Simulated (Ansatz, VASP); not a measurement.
## Ga2O3: VASP beside Ansatz

```
Ga O
1.0
     6.17698   -1.53360    0.00918
     6.17698    1.53360    0.00918
    -1.39343    0.00000    5.68025
Ga O
4 6
Cartesian
  0.0095 0.0000 4.5183
  10.9510 0.0000 1.1803
  7.7021 0.0000 1.7944
  3.2585 0.0000 3.9042
  1.8933 0.0000 0.6221
  9.0672 0.0000 5.0765
  1.3550 0.0000 3.2001
  9.6055 0.0000 2.4985
  5.7741 0.0000 1.4612
  5.1864 0.0000 4.2374
```

Alike in both runs: functional PBE; dispersion D3(BJ); k mesh 10 × 10 × 6; occupations gaussian, width 0.02 eV; no spin polarisation.

Ansatz relaxed the structure, and its values are those at the end. VASP's run is a single point on that final structure, the one shown.

```csv
,VASP,Ansatz
version,VASP 6.6.1,Ansatz 0.2.0
potentials or method,"VASP PAW PBE potentials, release 64 (Ga_d, O), cutoff 520 eV","scalar-relativistic, plane waves, PAW"
valence electrons in the cell,88,88
```

|  | VASP | Ansatz | Ansatz less VASP |
| --- | --- | --- | --- |
| gap on the k mesh at the Fermi level (eV) | 2.13 | 2.15 | +0.017 |
| least direct gap on the mesh (eV) | 2.16 | 2.17 | +0.014 |
| pressure (GPa) | 0.6 | 0.0 | -0.57 |
| rms of the force components (eV/Å) | 0.009 | 0.000 | -0.0084 |
